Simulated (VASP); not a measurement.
# AlRu (P4/mmm) in VASP: further runs

The runs below take AlRu through single point, with PBEsol.

Everything below comes from runs of VASP 6.6.1. Logs are shortened: lines on timing, memory, paths and dates and some standing lists are left out, and cuts for length are marked.

### 1 The cell of the first run

It takes space group P4/mmm (No. 123, tetragonal). The conventional cell has a = 2.976 Å, b = 2.976 Å, c = 2.798 Å, α = 90.00°, β = 90.00°, γ = 90.00°. Al (site symmetry 4/mmm) has 8 Ru at 2.53 Å and 6 Al at 2.80 to 2.98 Å within 3.3 Å. Ru (site symmetry 4/mmm) has 8 Al at 2.53 Å and 6 Ru at 2.80 to 2.98 Å within 3.3 Å.

### 2 Single point, PBEsol (strain -0.0600 x Voigt [0, 1, 0, 0, 0, 0])

File INCAR:

```
SYSTEM = AlRu
PREC = Accurate ; ENCUT = 520
EDIFF = 1E-6 ; ISMEAR = 0
SIGMA = 0.15 ; LREAL = .False.
LASPH = .True. ; NELM = 60
ALGO = Fast ; ISIF = 2
LWAVE = .False. ; LCHARG = .False.
GGA = PS ; NBANDS = 16
```

File KPOINTS:

```
regular mesh
0
Gamma
  20 20 20
  0 0 0
```

File POSCAR:

```
AlRu
1.0
    2.9764078228      0.0000000000      0.0000000000
    0.0000000000      2.7978233534      0.0000000000
    0.0000000000      0.0000000000      2.9764078228
Al Ru
1 1
Direct
    0.0000000000      0.0000000000      0.0000000000
    0.5000000000      0.5000000000      0.5000000000
```

Potentials or basis: VASP PAW PBE potentials, release 64 (Al, Ru_pv).

Command:

```sh
> cat potpaw_PBE.64/Al/POTCAR potpaw_PBE.64/Ru_pv/POTCAR > POTCAR
> mpirun -np 1 vasp_std > vasp.out
```

OUTCAR:

```text
SYSTEM = AlRu
   PREC = Accurate
   ENCUT = 520
   EDIFF = 1E-6
   ISMEAR = 0
   LREAL = .False.
   LASPH = .True.
   NELM = 60
   ISIF = 2
   GGA = PS

 ion  position               nearest neighbor table
   1  0.000  0.000  0.000-   2 2.53   2 2.53   2 2.53   2 2.53   2 2.53   2 2.53   2 2.53   2 2.53

   2  0.500  0.500  0.500-   1 2.53   1 2.53   1 2.53   1 2.53   1 2.53   1 2.53   1 2.53   1 2.53

  LATTYP: Found a simple tetragonal cell.
 ALAT       =     2.9764078228
 C/A-ratio  =     0.9400000000

  Lattice vectors:

 A1 = (  -2.9764078228,   0.0000000000,   0.0000000000)
 A2 = (   0.0000000000,   0.0000000000,   2.9764078228)
 A3 = (   0.0000000000,   2.7978233534,   0.0000000000)

Analysis of symmetry for initial positions (statically):
=====================================================================
 Subroutine PRICEL returns:
 Original cell was already a primitive cell.

 Routine SETGRP: Setting up the symmetry group for a
 simple tetragonal supercell.

 Subroutine GETGRP returns: Found 16 space group operations
 (whereof 16 operations were pure point group operations)
 out of a pool of 16 trial point group operations.

The static configuration has the point symmetry D_4h.

Analysis of symmetry for dynamics (positions and initial velocities):
=====================================================================
 Subroutine PRICEL returns:
 Original cell was already a primitive cell.

 Routine SETGRP: Setting up the symmetry group for a
 simple tetragonal supercell.

 Subroutine GETGRP returns: Found 16 space group operations
 (whereof 16 operations were pure point group operations)
 out of a pool of 16 trial point group operations.

The dynamic configuration has the point symmetry D_4h.

 Subroutine INISYM returns: Found 16 space group operations
 (whereof 16 operations are pure point group operations),
 and found     1 'primitive' translations

----------------------------------------------------------------------------------------

                                     Primitive cell

  volume of cell :      24.7859

  direct lattice vectors                    reciprocal lattice vectors
     2.976407823  0.000000000  0.000000000     0.335975464  0.000000000  0.000000000
     0.000000000  2.797823353  0.000000000     0.000000000  0.357420707  0.000000000
     0.000000000  0.000000000  2.976407823     0.000000000  0.000000000  0.335975464

  length of vectors
     2.976407823  2.797823353  2.976407823     0.335975464  0.357420707  0.335975464

  position of ions in fractional coordinates (direct lattice)
     0.000000000  0.000000000  0.000000000
     0.500000000  0.500000000  0.500000000

  ion indices of the primitive-cell ions
   primitive index   ion index
                 1           1
                 2           2

----------------------------------------------------------------------------------------

 KPOINTS: regular mesh

Automatic generation of k-mesh.
 Grid dimensions read from file:
 generate k-points for:   20   20   20

 Generating k-lattice:

  Cartesian coordinates                     Fractional coordinates (reciprocal lattice)
     0.016798773  0.000000000  0.000000000     0.050000000  0.000000000  0.000000000
     0.000000000  0.017871035  0.000000000     0.000000000  0.050000000  0.000000000
     0.000000000  0.000000000  0.016798773     0.000000000  0.000000000  0.050000000

  Length of vectors
     0.016798773  0.017871035  0.016798773

  Shift w.r.t. Gamma in fractional coordinates (k-lattice)
     0.000000000  0.000000000  0.000000000

 Subroutine IBZKPT returns following result:
 ===========================================

 Found    726 irreducible k-points:

 Following reciprocal coordinates:
            Coordinates               Weight
  0.000000  0.000000  0.000000      1.000000
  0.050000  0.000000  0.000000      4.000000
  0.100000  0.000000  0.000000      4.000000
  0.150000  0.000000  0.000000      4.000000
  0.200000  0.000000  0.000000      4.000000
  0.250000  0.000000  0.000000      4.000000
[... 16 lines left out ...]
  0.000000  0.100000  0.000000      2.000000
  0.050000  0.100000  0.000000      8.000000
 [... further k-points ...]
   k-points           NKPTS =    726   k-points in BZ     NKDIM =    726   number of bands    NBANDS=     16
   number of dos      NEDOS =    301   number of ions     NIONS =      2
   total plane-waves  NPLWV =  13824
   dimension x,y,z NGX =    24 NGY =   24 NGZ =   24
   dimension x,y,z NGXF=    48 NGYF=   48 NGZF=   48
   ions per type =               1   1
   NGX,Y,Z   is equivalent  to a cutoff of  13.41, 14.26, 13.41 a.u.
   NGXF,Y,Z  is equivalent  to a cutoff of  26.81, 28.52, 26.81 a.u.
 SYSTEM =  AlRu
   PREC   = accura    normal or accurate (medium, high low for compatibility)
   ISTART =      0    job   : 0-new  1-cont  2-samecut
   ICHARG =      2    charge: 1-file 2-atom 10-const
   ISPIN  =      1    spin polarized calculation?
   LNONCOLLINEAR =      F non collinear calculations
   LSORBIT =      F    spin-orbit coupling
   LASPH  =      T    aspherical Exc in radial PAW
   ENCUT  =  520.0 eV  38.22 Ry    6.18 a.u.   5.53  5.20  5.53*2*pi/ulx,y,z
   NELM   =     60;   NELMIN=  2; NELMDL= -5     # of ELM steps
   EDIFF  = 0.1E-05   stopping-criterion for ELM
   LREAL  =      F    real-space projection
   EDIFFG = 0.1E-04   stopping-criterion for IOM
   NSW    =      0    number of steps for IOM
   IBRION =     -1    ionic relax: 0-MD 1-quasi-New 2-CG
   NFREE  =      0    steps in history (QN), initial steepest desc. (CG)
   ISIF   =      2    stress and relaxation
   ISYM   =      2    0-nonsym 1-usesym 2-fastsym
   POTIM  = 0.5000    time-step for ionic-motion
   TEBEG  =    0.0;   TEEND  =   0.0 temperature during run
   PSTRESS=    0.0 pullay stress
   NELECT =      17.0000    total number of electrons
   NUPDOWN=      -1.0000    fix difference up-down
   EMIN   =  10.00;   EMAX   =-10.00  energy-range for DOS
   EFERMI =   0.00;   METHOD = LEGACY
   ISMEAR =     0;   SIGMA  =   0.15  broadening in eV -4-tet -1-fermi 0-gaus
   EFERMI_NEDOS =   21; number of points for ismear=-14 and -15
   IALGO  =     68    algorithm
   IMIX   =      4    mixing-type and parameters
     AMIX     =   0.40;   BMIX     =  1.00
     AMIX_MAG =   1.60;   BMIX_MAG =  1.00
  volume/ion in A,a.u.               =      12.39        83.63
  Fermi-wavevector in a.u.,A,eV,Ry     =   1.443741  2.728276 28.359838  2.084389
  Thomas-Fermi vector in A             =   2.562115
   LORBIT       =      0    0 simple, 1 ext, 2 COOP (PROOUT), +10 PAW based schemes
   GGA     = PS    functional components
   LHFCALC =     F    Hartree Fock is set to
   AEXX    =    0.0000 exact exchange contribution
   IVDW    =     0    specifies the selected vdW correction
   LEPSILON=     F    determine dielectric tensor
   LRPA    =     F    only Hartree local field effects (RPA)
 non-spin polarized calculation
 RMM-DIIS sequential band-by-band and
 Gauss-broadening in eV      SIGMA  =   0.15
  energy-cutoff  :      520.00
  volume of cell :       24.79
 maximum number of plane-waves:       699
 NGX is ok and might be reduce to    24
   NGX = 11   NGY = 11   NGZ = 11

 number of electron      16.9999996 magnetization

 Free energy of the ion-electron system (eV)
  ---------------------------------------------------
  ext. energy  EPLUGINS =         0.00000000
  ---------------------------------------------------
  free energy    TOTEN  =       -15.40969635 eV

  energy without entropy =      -15.39402182  energy(sigma->0) =      -15.40185908

 E-fermi :  11.7577     XC(G=0): -13.0892

 val. band max:       11.7573750440   @ k =   0.4500   0.1500   0.0000
 cond. band min:      11.7586202617   @ k =   0.5000   0.2000   0.2000
 fundamental gap:      0.0012452177
 Fermi energy:        11.7576716269

 k-point     1 :       0.0000    0.0000    0.0000
  band No.  band energies     occupation
      1     -30.0371      2.00000
      2     -30.0371      2.00000
      3     -29.9363      2.00000
      4       1.5766      2.00000
      5       7.6698      2.00000
      6       7.6842      2.00000
[... 8 lines left out ...]
     15      23.7208      0.00000
     16      28.4431      0.00000

 k-point     2 :       0.0500    0.0000    0.0000
  band No.  band energies     occupation
      1     -30.0429      2.00000
      2     -30.0366      2.00000
      3     -29.9359      2.00000
      4       1.6265      2.00000
      5       7.6876      2.00000
      6       7.6994      2.00000
[... 8 lines left out ...]
     15      23.7207      0.00000
     16      28.5499      0.00000

 k-point     3 :       0.1000    0.0000    0.0000
  band No.  band energies     occupation
      1     -30.0596      2.00000
      2     -30.0352      2.00000
      3     -29.9346      2.00000
      4       1.7750      2.00000
      5       7.7312      2.00000
      6       7.7475      2.00000
[... 8 lines left out ...]
     15      23.9058      0.00000
     16      28.8900      0.00000

 k-point     4 :       0.1500    0.0000    0.0000
  band No.  band energies     occupation
      1     -30.0855      2.00000
      2     -30.0330      2.00000
      3     -29.9326      2.00000
      4       2.0183      2.00000
      5       7.7778      2.00000
      6       7.8286      2.00000
[... 8 lines left out ...]
     15      24.4563      0.00000
     16      29.5005      0.00000
[... 324 lines left out ...]
 k-point    22 :       0.5000    0.0500    0.0000
  band No.  band energies     occupation
      1     -30.2679      2.00000
      2     -30.0164      2.00000
      3     -29.9282      2.00000
      4       5.4869      2.00000
      5       5.8670      2.00000
      6       8.5126      2.00000
[... 8 lines left out ...]
     15      24.9189      0.00000
     16      25.0280      0.00000

 k-point    23 :       0.0000    0.1000    0.0000
  band No.  band energies     occupation
      1     -30.0334      2.00000
      2     -30.0334      2.00000
      3     -29.9765      2.00000
      4       1.7968      2.00000
      5       7.7596      2.00000
      6       7.8226      2.00000
[... 8 lines left out ...]
     15      23.7378      0.00000
     16      29.3350      0.00000

 k-point    24 :       0.0500    0.1000    0.0000
  band No.  band energies     occupation
      1     -30.0391      2.00000
      2     -30.0329      2.00000
      3     -29.9760      2.00000
      4       1.8460      2.00000
      5       7.7768      2.00000
      6       7.8396      2.00000
[... 8 lines left out ...]
     15      23.7569      0.00000
     16      29.3947      0.00000

 [... further k-points ...]

------------------------ aborting loop because EDIFF is reached ----------------------------------------

  FORCE on cell =-STRESS in cart. coord.  units (eV):
  Direction    XX          YY          ZZ          XY          YZ          ZX
  --------------------------------------------------------------------------------------
  -------------------------------------------------------------------------------------
  Total        1.7852375      3.9862707      1.7852375      0.0000000      0.0000000      0.0000000
  in kB      115.3988309    257.6749527    115.3988309      0.0000000      0.0000000      0.0000000
  external PRESSURE =     162.8242049 kB  Pullay stress =       0.0000000 kB

 VOLUME and BASIS-vectors are now :
 -----------------------------------------------------------------------------
  energy-cutoff  :      520.00
  volume of cell :       24.79
      direct lattice vectors                 reciprocal lattice vectors
     2.976407823  0.000000000  0.000000000     0.335975464  0.000000000  0.000000000
     0.000000000  2.797823353  0.000000000     0.000000000  0.357420707  0.000000000
     0.000000000  0.000000000  2.976407823     0.000000000  0.000000000  0.335975464

 POSITION                                       TOTAL-FORCE (eV/Angst)
 -----------------------------------------------------------------------------------
      0.00000      0.00000      0.00000         0.000000      0.000000      0.000000
      1.48820      1.39891      1.48820         0.000000      0.000000      0.000000
 -----------------------------------------------------------------------------------
    total drift:                                0.000000     -0.000000     -0.000000

  FREE ENERGIE OF THE ION-ELECTRON SYSTEM (eV)
  ---------------------------------------------------
  free  energy   TOTEN  =       -15.4096963486 eV

  energy  without entropy=      -15.3940218189  energy(sigma->0) =      -15.40185908
```

Wall time 2.3 min (1 thread of Intel Xeon Platinum 8259CL at 2.50GHz (Skylake/Cascade Lake), shared host); peak memory 0.38 GiB.

Results:

| Quantity | Value |
| --- | --- |
| Free energy | -15.4097 eV |
| Pressure | 16.3 GPa |
| Band gap on the k mesh | zero (an odd number of electrons rules out a gap without spin polarisation) |

Levels at points of the mesh, in eV from the Fermi level:
```csv
k point,band 5,band 6,band 7,band 8,band 9,band 10,band 11,band 12,band 13,band 14
"(0.00, 0.00, 0.00)",-4.09,-4.07,-0.11,0.36,0.36,5.77,5.77,7.81,11.11,11.58
"(0.50, 0.00, 0.00)",-5.88,-3.29,-2.05,-1.25,0.61,2.16,7.33,10.82,12.54,13.22
"(0.00, 0.50, 0.00)",-5.15,-2.98,-2.10,-2.10,0.30,3.34,7.32,10.83,10.83,13.62
"(0.50, 0.50, 0.00)",-3.35,-1.69,-1.55,-1.43,-1.07,1.79,6.19,7.18,10.71,11.97
"(0.50, 0.00, 0.50)",-3.64,-1.69,-1.69,-0.90,-0.90,1.41,5.15,6.73,11.97,12.30
"(0.50, 0.50, 0.50)",-5.16,-5.01,1.57,2.05,3.07,4.12,4.12,4.60,8.67,9.56
```

Caveat: the cell differs from its parent crystal (strain -0.0600 x Voigt [0, 1, 0, 0, 0, 0]); the stress differs along the axes, from 12 to 26 GPa; the PAW data sets were made with another functional, which shifts forces and pressure a little.

### 3 Single point, PBEsol (strain -0.0450 x Voigt [0, 1, 0, 0, 0, 0])

File INCAR:

```
SYSTEM = AlRu
PREC = Accurate
ENCUT = 520
EDIFF = 1E-7
ISMEAR = 0
SIGMA = 0.15
LREAL = .FALSE.
LASPH = .TRUE.
NELM = 80
ALGO = Fast
ISIF = 2
LWAVE = .FALSE.
LCHARG = .FALSE.
GGA = PS
NBANDS = 16
```

File KPOINTS:

```
Automatic mesh
0
G
  20 20 20
  0 0 0
```

POSCAR: that of step 2 with these lines changed.

```diff
@@ -3,3 +3,3 @@
     2.9764078228      0.0000000000      0.0000000000
-    0.0000000000      2.7978233534      0.0000000000
+    0.0000000000      2.8424694708      0.0000000000
     0.0000000000      0.0000000000      2.9764078228
```

Potentials or basis: VASP PAW PBE potentials, release 64 (Al, Ru_pv).

Command:

```sh
> cat potpaw_PBE.64/Al/POTCAR potpaw_PBE.64/Ru_pv/POTCAR > POTCAR
> mpirun -np 1 vasp_std > vasp.out
```

Wall time 3.2 min (1 thread of Intel Xeon Platinum 8259CL at 2.50GHz (Skylake/Cascade Lake), shared host); peak memory 0.39 GiB.

Results (log left out):

* Free energy: -15.4638 eV
* Pressure: 11.6 GPa
* Band gap on the k mesh: zero (an odd number of electrons rules out a gap without spin polarisation)

Stress tensor (GPa, compression positive):
```
 8.33  0.00  0.00
 0.00 18.16  0.00
 0.00  0.00  8.33
```

Levels at points of the mesh, in eV from the Fermi level:
```
           k point  band 5  band 6  band 7  band 8  band 9  band 10  band 11  band 12  band 13  band 14
(0.00, 0.00, 0.00)   -3.97   -3.96   -0.02    0.32    0.32     5.88     5.88     7.37    11.14    11.46
(0.50, 0.00, 0.00)   -5.77   -3.16   -1.93   -1.35    0.57     2.22     7.38    10.90    12.16    13.16
(0.00, 0.50, 0.00)   -5.24   -2.94   -1.97   -1.97    0.35     3.08     7.36    10.90    10.90    13.45
(0.50, 0.50, 0.00)   -3.29   -1.54   -1.49   -1.36   -1.15     1.75     5.96     7.00    10.72    11.98
(0.50, 0.00, 0.50)   -3.50   -1.60   -1.60   -0.98   -0.98     1.46     5.22     6.67    11.87    11.98
(0.50, 0.50, 0.50)   -5.04   -4.93    1.60    1.96    2.98     4.14     4.14     4.47     8.69     9.36
```

Caveat: the cell differs from its parent crystal (strain -0.0450 x Voigt [0, 1, 0, 0, 0, 0]); the stress differs along the axes, from 8 to 18 GPa; the PAW data sets were made with another functional, which shifts forces and pressure a little.
